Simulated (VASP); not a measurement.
Here is a VASP 6.6.1 calculation.

Contents of POSCAR:

```
PbO
1.0
    3.9850781893      0.0000000000      0.0000000000
    0.0000000000      3.9850781893      0.0000000000
    0.0000000000      0.0000000000      5.2452044117
Pb O
2 2
Direct
    0.5000000000      0.0000000000      0.2262878301
    0.0000000000      0.5000000000      0.7737121699
    0.0000000000      0.0000000000      0.0000000000
    0.5000000000      0.5000000000      0.0000000000
```

The input INCAR.step1:

```
PREC     = Accurate       # precision mode
ENCUT    = 520            # plane-wave cutoff, eV
ISMEAR   = 0              # smearing method
SIGMA    = 0.05           # smearing width, eV
LREAL    = F              # projectors in reciprocal space
LASPH    = T              # aspherical terms in the spheres
NELM     = 60             # most SCF steps
NBANDS   = 28             # bands
GGA      = PE             # functional
ALGO     = Normal         # electronic algorithm
EDIFF    = 1E-4           # SCF threshold, eV
LWAVE    = T              # write WAVECAR
LCHARG   = F              # write CHGCAR
```

INCAR.step2

```
PREC     = Accurate       # precision mode
ENCUT    = 520            # plane-wave cutoff, eV
EDIFF    = 1E-6           # SCF threshold, eV
ISMEAR   = 0              # smearing method
SIGMA    = 0.05           # smearing width, eV
LREAL    = F              # projectors in reciprocal space
LASPH    = T              # aspherical terms in the spheres
NELM     = 60             # most SCF steps
ALGO     = Normal         # electronic algorithm
ISIF     = 2              # what is computed and relaxed
LWAVE    = F              # write WAVECAR
LCHARG   = F              # write CHGCAR
METAGGA  = R2SCAN         # meta-GGA
LMIXTAU  = T            
NBANDS   = 28             # bands
ISTART   = 1
```

KPOINTS

```
Automatic mesh
0
Gamma
  6 6 4
```

Potentials or basis: VASP PAW PBE potentials, release 64 (Pb_d, O).

Run with:

```sh
$ cat potpaw_PBE.64/Pb_d/POTCAR potpaw_PBE.64/O/POTCAR > POTCAR
$ cp INCAR.step1 INCAR
$ mpirun -np 1 vasp_std > vasp.out
$ cp INCAR.step2 INCAR
$ mpirun -np 1 vasp_std > vasp.out
```

Task: What does it give for the pressure?

Result: 0.7 GPa.

Task: Predict the largest force.

Result: 0.112 eV/Å.

Task: Predict the band gap on the k mesh.

Result: 1.76 eV (least direct gap 2.57 eV).

Forces in eV/Å, atoms in the order of the input:
```
Pb   0.000  0.000  0.112
Pb   0.000  0.000 -0.112
O    0.000  0.000  0.000
O    0.000  0.000  0.000
```

Caveat: the PAW data sets were made with another functional, which shifts forces and pressure a little; spin-orbit coupling is left out, which moves the levels of the heavy elements. A k mesh can miss the band edges.
